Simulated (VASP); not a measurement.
# Rh (P6_3/mmc) in VASP: further runs, part 2 of 2

VASP 6.6.1. The steps go on from the part before.

## (4) Single point, PBEsol

This run uses another cell than the first one, of 13.06 Å³/atom.

File INCAR:

```
SYSTEM = Rh
  PREC = Accurate
  ENCUT = 520
  EDIFF = 1E-6
  ISMEAR = 0
  SIGMA = 0.15
  LREAL = .FALSE.
  LASPH = .TRUE.
  NELM = 100
  ALGO = Fast
  ISIF = 2
  LWAVE = .FALSE.
  LCHARG = .FALSE.
  GGA = PS
  NBANDS = 38
```

File KPOINTS:

```
Automatic mesh
0
G
  18 18 6
  0 0 0
```

File POSCAR:

```
Rh
1.0
    2.7023000000      0.0000000000      0.0000000000
   -1.3511500000      2.3402604486      0.0000000000
    0.0000000000      0.0000000000      8.2620000000
Rh
4
Direct
    0.0000000000      0.0000000000      0.0000000000
    0.3333333333      0.6666666667      0.2500000000
    0.0000000000      0.0000000000      0.5000000000
    0.6666666667      0.3333333333      0.7500000000
```

Potentials or basis: VASP PAW PBE potentials, release 64 (Rh_pv).

The run is started by

```bash
$ cat potpaw_PBE.64/Rh_pv/POTCAR > POTCAR
$ mpirun -np 1 vasp_std > vasp.out
```

OUTCAR:

```text
SYSTEM = Rh
   PREC = Accurate
   ENCUT = 520
   EDIFF = 1E-6
   ISMEAR = 0
   LREAL = .FALSE.
   LASPH = .TRUE.
   NELM = 100
   ISIF = 2
   GGA = PS

 ion  position               nearest neighbor table
   1  0.000  0.000  0.000-   2 2.59   4 2.59   2 2.59   4 2.59   4 2.59   2 2.59
   2  0.333  0.667  0.250-   1 2.59   3 2.59   1 2.59   3 2.59   1 2.59   3 2.59
   3  0.000  0.000  0.500-   2 2.59   4 2.59   2 2.59   4 2.59   4 2.59   2 2.59
   4  0.667  0.333  0.750-   1 2.59   3 2.59   1 2.59   3 2.59   1 2.59   3 2.59

  LATTYP: Found a hexagonal cell.
 ALAT       =     2.7023000000
[... 1180 lines left out ...]

 [... further k-points ...]
[... 5 lines left out ...]
  --------------------------------------------------------------------------------------
  -------------------------------------------------------------------------------------
  Total        1.3939497      1.3939497      9.9746242      0.0000000      0.0000000      0.0000000
  in kB       42.7439599     42.7439599    305.8610548      0.0000000      0.0000000      0.0000000
  external PRESSURE =     130.4496582 kB  Pullay stress =       0.0000000 kB

 VOLUME and BASIS-vectors are now :
 -----------------------------------------------------------------------------
  energy-cutoff  :      520.00
  volume of cell :       52.25
      direct lattice vectors                 reciprocal lattice vectors
     2.702300000  0.000000000  0.000000000     0.370055138  0.213651434  0.000000000
    -1.351150000  2.340260449  0.000000000     0.000000000  0.427302867  0.000000000
     0.000000000  0.000000000  8.262000000     0.000000000  0.000000000  0.121036069

 POSITION                                       TOTAL-FORCE (eV/Angst)
 -----------------------------------------------------------------------------------
      0.00000      0.00000      0.00000        -0.000000      0.000000     -0.000000
     -0.00000      1.56017      2.06550        -0.000000      0.000000      0.000000
      0.00000      0.00000      4.13100        -0.000000      0.000000     -0.000000
      1.35115      0.78009      6.19650         0.000000     -0.000000     -0.000000
 -----------------------------------------------------------------------------------
    total drift:                                0.000000     -0.000000      0.000000

  FREE ENERGIE OF THE ION-ELECTRON SYSTEM (eV)
  ---------------------------------------------------
  free  energy   TOTEN  =       -32.2505869557 eV

  energy  without entropy=      -32.1910768498  energy(sigma->0) =      -32.22083190
```

OSZICAR:

```text
N       E                     dE             d eps       ncg     rms          rms(c)
DAV:   1     0.775607715704E+03    0.77561E+03   -0.36523E+04 11344   0.185E+03
DAV:   2    -0.893257892118E+01   -0.78454E+03   -0.76214E+03 11746   0.579E+02
DAV:   3    -0.344164788501E+02   -0.25484E+02   -0.24847E+02 12492   0.114E+02
DAV:   4    -0.346615607704E+02   -0.24508E+00   -0.24487E+00 12458   0.113E+01
DAV:   5    -0.346657322091E+02   -0.41714E-02   -0.41713E-02 12600   0.149E+00    0.254E+01
RMM:   6    -0.323568722217E+02    0.23089E+01   -0.63616E+00 11309   0.170E+01    0.880E+00
RMM:   7    -0.323005898546E+02    0.56282E-01   -0.65973E-01 11594   0.443E+00    0.353E+00
RMM:   8    -0.322866585689E+02    0.13931E-01   -0.14468E-01 11571   0.237E+00    0.269E+00
RMM:   9    -0.322542556140E+02    0.32403E-01   -0.70145E-02 11594   0.203E+00    0.886E-01
RMM:  10    -0.322505430867E+02    0.37125E-02   -0.86049E-03 12075   0.688E-01    0.456E-02
RMM:  11    -0.322505909256E+02   -0.47839E-04   -0.64229E-04 12095   0.184E-01    0.310E-02
RMM:  12    -0.322505849815E+02    0.59440E-05   -0.15924E-04 12224   0.109E-01    0.836E-03
RMM:  13    -0.322505861410E+02   -0.11595E-05   -0.34560E-05 13500   0.437E-02    0.443E-03
RMM:  14    -0.322505874813E+02   -0.13403E-05   -0.57011E-06 10435   0.206E-02    0.457E-03
RMM:  15    -0.322505869557E+02    0.52560E-06   -0.35412E-06  7743   0.154E-02
   1 F= -.32250587E+02 E0= -.32220832E+02  d E =-.595101E-01
```

Wall time 6.6 min (1 thread of Intel Xeon 8259CL, shared host); peak memory 0.32 GiB.

Results:

| Property | Result |
| --- | --- |
| Free energy | -32.2506 eV |
| Pressure | 13.0 GPa |
| Band gap on the k mesh | zero (bands 30 and 31 overlap by 2.00 eV) |

Levels at points of the mesh, in eV from the Fermi level:
```csv
k point,band 27,band 28,band 29,band 30,band 31,band 32,band 33,band 34
"(0.00, 0.00, 0.00)",-2.82,-1.82,-1.82,-1.23,-1.23,-0.33,-0.33,0.59
"(0.50, 0.00, 0.00)",0.40,0.42,0.70,0.72,0.93,0.97,1.07,2.18
"(0.00, 0.00, 0.50)",-1.35,-1.35,-1.35,-1.35,-0.79,-0.79,0.09,0.09
"(0.50, 0.00, 0.50)",-0.13,-0.13,0.32,0.32,0.69,0.69,2.84,2.84
```

Caveat: the stress differs along the axes, from 4 to 31 GPa; the PAW data sets were made with another functional, which shifts forces and pressure a little.

## (5) Single point, PBEsol

This run uses another cell than the first one, of 13.17 Å³/atom.

File INCAR:

```
PREC = Accurate
ENCUT = 520
EDIFF = 1E-7
ISMEAR = 0
SIGMA = 0.15
LREAL = F
LASPH = T
NELM = 100
ALGO = Fast
ISIF = 2
LWAVE = F
LCHARG = F
GGA = PS
NBANDS = 38
```

File KPOINTS:

```
regular mesh
0
Gamma
  18 18 6
```

File POSCAR:

```
Rh
1.0
    2.6755648908      0.0000000000      0.0000000000
   -1.3377824454      2.3171071649      0.0000000000
    0.0000000000      0.0000000000      8.4948000000
Rh
4
Direct
    0.0000000000      0.0000000000      0.0000000000
    0.3333333333      0.6666666667      0.2500000000
    0.0000000000      0.0000000000      0.5000000000
    0.6666666667      0.3333333333      0.7500000000
```

Potentials or basis: VASP PAW PBE potentials, release 64 (Rh_pv).

The run is started by

```bash
$ cat potpaw_PBE.64/Rh_pv/POTCAR > POTCAR
$ mpirun -np 1 vasp_std > vasp.out
```

OUTCAR:

```text
PREC = Accurate
   ENCUT = 520
   EDIFF = 1E-7
   ISMEAR = 0
   LREAL = F
   LASPH = T
   NELM = 100
   ISIF = 2
   GGA = PS

 ion  position               nearest neighbor table
   1  0.000  0.000  0.000-   2 2.63   4 2.63   2 2.63   4 2.63   4 2.63   2 2.63
   2  0.333  0.667  0.250-   1 2.63   3 2.63   1 2.63   3 2.63   1 2.63   3 2.63
   3  0.000  0.000  0.500-   2 2.63   4 2.63   2 2.63   4 2.63   4 2.63   2 2.63
   4  0.667  0.333  0.750-   1 2.63   3 2.63   1 2.63   3 2.63   1 2.63   3 2.63

  LATTYP: Found a hexagonal cell.
 ALAT       =     2.6755648908
 C/A-ratio  =     3.1749556997

  Lattice vectors:

 A1 = (   2.6755648908,   0.0000000000,   0.0000000000)
 A2 = (  -1.3377824454,   2.3171071649,   0.0000000000)
 A3 = (   0.0000000000,   0.0000000000,   8.4948000000)

Analysis of symmetry for initial positions (statically):
=====================================================================
 Subroutine PRICEL returns:
 Original cell was already a primitive cell.

[... 170 lines left out ...]
  ---------------------------------------------------
  ext. energy  EPLUGINS =         0.00000000
  ---------------------------------------------------
  free energy    TOTEN  =       -32.43212538 eV

  energy without entropy =      -32.37326963  energy(sigma->0) =      -32.40269751

 E-fermi :  12.6084     XC(G=0): -14.4976

 val. band max:       12.6076861232   @ k =   0.2222   0.1111   0.3333
 cond. band min:      12.6181780204   @ k =   0.2222   0.0000   0.3333
 fundamental gap:      0.0104918971
 Fermi energy:        12.6083959248

 k-point     1 :       0.0000    0.0000    0.0000
  band No.  band energies     occupation
      1     -34.7404      2.00000
      2     -34.2946      2.00000
      3     -34.2925      2.00000
      4     -33.9723      2.00000
      5     -33.9723      2.00000
      6     -33.9174      2.00000
[... 973 lines left out ...]
     37      22.3854      0.00000
     38      22.4003      0.00000

 [... further k-points ...]
[... 5 lines left out ...]
  --------------------------------------------------------------------------------------
  -------------------------------------------------------------------------------------
  Total        1.7055398      1.7055398      5.2867695      0.0000000      0.0000000     -0.0000000
  in kB       51.8868929     51.8868929    160.8370854      0.0000000      0.0000000     -0.0000000
  external PRESSURE =      88.2036237 kB  Pullay stress =       0.0000000 kB

 VOLUME and BASIS-vectors are now :
 -----------------------------------------------------------------------------
  energy-cutoff  :      520.00
  volume of cell :       52.66
      direct lattice vectors                 reciprocal lattice vectors
     2.675564891  0.000000000  0.000000000     0.373752849  0.215786308  0.000000000
    -1.337782445  2.317107165  0.000000000     0.000000000  0.431572616  0.000000000
     0.000000000  0.000000000  8.494800000     0.000000000  0.000000000  0.117719075

 POSITION                                       TOTAL-FORCE (eV/Angst)
 -----------------------------------------------------------------------------------
      0.00000      0.00000      0.00000        -0.000000      0.000000     -0.000000
     -0.00000      1.54474      2.12370        -0.000000      0.000000      0.000000
      0.00000      0.00000      4.24740        -0.000000      0.000000     -0.000000
      1.33778      0.77237      6.37110         0.000000      0.000000      0.000000
 -----------------------------------------------------------------------------------
    total drift:                                0.000000     -0.000000      0.000000

  FREE ENERGIE OF THE ION-ELECTRON SYSTEM (eV)
  ---------------------------------------------------
  free  energy   TOTEN  =       -32.4321253847 eV

  energy  without entropy=      -32.3732696298  energy(sigma->0) =      -32.40269751
```

OSZICAR:

```text
N       E                     dE             d eps       ncg     rms          rms(c)
DAV:   1     0.775334708665E+03    0.77533E+03   -0.36494E+04 11408   0.185E+03
DAV:   2    -0.902631174451E+01   -0.78436E+03   -0.76260E+03 11724   0.579E+02
DAV:   3    -0.346468803234E+02   -0.25621E+02   -0.24933E+02 12480   0.114E+02
[... 11 lines left out ...]
RMM:  15    -0.324321258021E+02    0.98953E-07   -0.33445E-06 12522   0.158E-02    0.142E-03
RMM:  16    -0.324321256987E+02    0.10338E-06   -0.12373E-06 12165   0.894E-03    0.540E-04
RMM:  17    -0.324321255527E+02    0.14600E-06   -0.23849E-07  7505   0.427E-03    0.795E-04
RMM:  18    -0.324321254204E+02    0.13237E-06   -0.67829E-08  6225   0.210E-03    0.803E-04
RMM:  19    -0.324321253847E+02    0.35723E-07   -0.17639E-08  5825   0.918E-04
   1 F= -.32432125E+02 E0= -.32402698E+02  d E =-.588558E-01
```

Wall time 8.2 min (1 thread of Intel Xeon 8259CL, shared host); peak memory 0.32 GiB.

Results:

```yaml
Free_energy: -32.4321 eV
Pressure: 8.8 GPa
Band_gap_on_the_k_mesh: zero (bands 30 and 31 overlap by 2.08 eV)
```

Caveat: the stress differs along the axes, from 5 to 16 GPa; the PAW data sets were made with another functional, which shifts forces and pressure a little.

## (6) Single point, PBEsol

This run uses another cell than the first one, of 13.20 Å³/atom.

File INCAR:

```
ALGO = Fast
EDIFF = 1E-6
ENCUT = 520
GGA = PS
ISIF = 2
ISMEAR = 0
LASPH = True
LCHARG = False
LREAL = False
LWAVE = False
NBANDS = 38
NELM = 100
PREC = Accurate
SIGMA = 0.15
```

File KPOINTS:

```
k-points
0
Gamma
  18 18 6
```

File POSCAR:

```
Rh
1.0
    2.7558000000      0.0000000000      0.0000000000
   -1.3779000000      2.3865928077      0.0000000000
    0.0000000000      0.0000000000      8.0293000000
Rh
4
Direct
    0.0000000000      0.0000000000      0.0000000000
    0.3333333333      0.6666666667      0.2500000000
    0.0000000000      0.0000000000      0.5000000000
    0.6666666667      0.3333333333      0.7500000000
```

Potentials or basis: VASP PAW PBE potentials, release 64 (Rh_pv).

The run is started by

```bash
$ cat potpaw_PBE.64/Rh_pv/POTCAR > POTCAR
$ mpirun -np 1 vasp_std > vasp.out
```

Run time: 6 min. Hardware: 1 thread of Intel Xeon 8259CL, shared host; peak memory 0.31 GiB.

The run converged. Its results:

```
Free energy            : -31.9375 eV
Pressure               : 12.5 GPa
Band gap on the k mesh : zero (bands 30 and 31 overlap by 2.11 eV)
```

Stress tensor (GPa, compression positive):
```
-1.02  0.00  0.00
 0.00 -1.02  0.00
 0.00  0.00 39.65
```

Levels at points of the mesh, in eV from the Fermi level:
| k point | band 27 | band 28 | band 29 | band 30 | band 31 | band 32 | band 33 | band 34 |
| --- | --- | --- | --- | --- | --- | --- | --- | --- |
| (0.00, 0.00, 0.00) | -2.34 | -1.90 | -1.90 | -1.39 | -1.39 | -0.22 | -0.22 | 0.73 |
| (0.50, 0.00, 0.00) | 0.22 | 0.23 | 0.57 | 0.71 | 0.85 | 0.90 | 1.24 | 2.18 |
| (0.00, 0.00, 0.50) | -1.31 | -1.31 | -1.31 | -1.31 | -0.35 | -0.35 | 0.15 | 0.15 |
| (0.50, 0.00, 0.50) | -0.17 | -0.17 | 0.11 | 0.11 | 0.61 | 0.61 | 2.71 | 2.71 |

Caveat: the stress differs along the axes, from -1 to 40 GPa; the PAW data sets were made with another functional, which shifts forces and pressure a little.

## (7) Single point, PBEsol

This run uses another cell than the first one, of 13.26 Å³/atom.

File INCAR:

```
SYSTEM = Rh
ALGO = Fast ; EDIFF = 1E-7
ENCUT = 520 ; GGA = PS
ISIF = 2 ; ISMEAR = 0
LASPH = .True. ; LCHARG = .True.
LELF = .True. ; LREAL = .False.
LVHAR = .True. ; LWAVE = .False.
NBANDS = 38 ; NELM = 60
PREC = Accurate ; SIGMA = 0.15
```

File KPOINTS:

```
k-points
0
Gamma
  18 18 6
  0 0 0
```

File POSCAR:

```
Rh
1.0
    2.6488000000      0.0000000000      0.0000000000
   -1.3244000000      2.2939280895      0.0000000000
    0.0000000000      0.0000000000      8.7275109659
Rh
4
Direct
    0.0000000000      0.0000000000      0.0000000000
    0.3333333333      0.6666666667      0.2500000000
    0.0000000000      0.0000000000      0.5000000000
    0.6666666667      0.3333333333      0.7500000000
```

The run is started by

```bash
$ cat potpaw_PBE.64/Rh_pv/POTCAR > POTCAR
$ mpirun -np 1 vasp_std > vasp.out
```

Run time: 9.4 min. Hardware: 1 thread of Intel Xeon 8259CL, shared host; peak memory 0.32 GiB.

Results (log left out):

```
Free energy            : -32.4769 eV
Pressure               : 6.2 GPa
Band gap on the k mesh : zero (bands 30 and 31 overlap by 2.14 eV)
```

Stress tensor (GPa, compression positive):
```
7.58 0.00 0.00
0.00 7.58 0.00
0.00 0.00 3.52
```

Levels at points of the mesh, in eV from the Fermi level:
| k point | band 28 | band 29 | band 30 | band 31 | band 32 | band 33 |
| --- | --- | --- | --- | --- | --- | --- |
| (0.00, 0.00, 0.00) | -1.50 | -1.50 | -0.87 | -0.87 | -0.37 | -0.37 |
| (0.50, 0.00, 0.00) | 0.64 | 0.75 | 0.89 | 0.92 | 0.92 | 1.17 |
| (0.00, 0.00, 0.50) | -1.34 | -1.18 | -1.18 | -1.18 | -1.18 | 0.08 |
| (0.50, 0.00, 0.50) | -0.12 | 0.67 | 0.67 | 0.89 | 0.89 | 2.94 |

Caveat: the cell stands under pressure; the PAW data sets were made with another functional, which shifts forces and pressure a little.

## (8) Summary

```tsv
cell	further INCAR settings	gap on the mesh (eV)	pressure (GPa)
a = 2.756, b = 2.756, c = 8.495 Å, angles 90.0, 90.0, 120.0°, 4 atoms	ALGO = Fast; EDIFF = 1e-07; NBANDS = 38	none	-7.6
a = 2.595, b = 2.595, c = 8.960 Å, angles 90.0, 90.0, 120.0°, 4 atoms	ALGO = Fast; EDIFF = 1e-07; NBANDS = 38	none	12.4
a = 2.702, b = 2.702, c = 8.262 Å, angles 90.0, 90.0, 120.0°, 4 atoms	ALGO = Fast; EDIFF = 1e-06; NBANDS = 38	none	13.0
a = 2.676, b = 2.676, c = 8.495 Å, angles 90.0, 90.0, 120.0°, 4 atoms	ALGO = Fast; EDIFF = 1e-07; NBANDS = 38	none	8.8
a = 2.756, b = 2.756, c = 8.029 Å, angles 90.0, 90.0, 120.0°, 4 atoms	ALGO = Fast; EDIFF = 1e-06; NBANDS = 38	none	12.5
a = 2.649, b = 2.649, c = 8.728 Å, angles 90.0, 90.0, 120.0°, 4 atoms	ALGO = Fast; EDIFF = 1e-07; NBANDS = 38	none	6.2
```

Alike in all rows: task single point; level PBEsol; potentials or basis VASP PAW PBE potentials, release 64 (Rh_pv); no spin polarisation; k mesh 18 × 18 × 6; cutoff (eV) 520; smearing gaussian 0.15 eV.

Caveats: the PAW data sets were made with another functional, which shifts forces and pressure a little; the stress differs along the axes, from -13 to 4 GPa (at least some runs); the stress differs along the axes, from -4 to 21 GPa (at least some runs); the stress differs along the axes, from 4 to 31 GPa (at least some runs); the stress differs along the axes, from 5 to 16 GPa (at least some runs); the stress differs along the axes, from -1 to 40 GPa (at least some runs); the cell stands under pressure (at least some runs).

Total energies depend on the potentials used, so only differences within one code and one set of settings carry meaning.
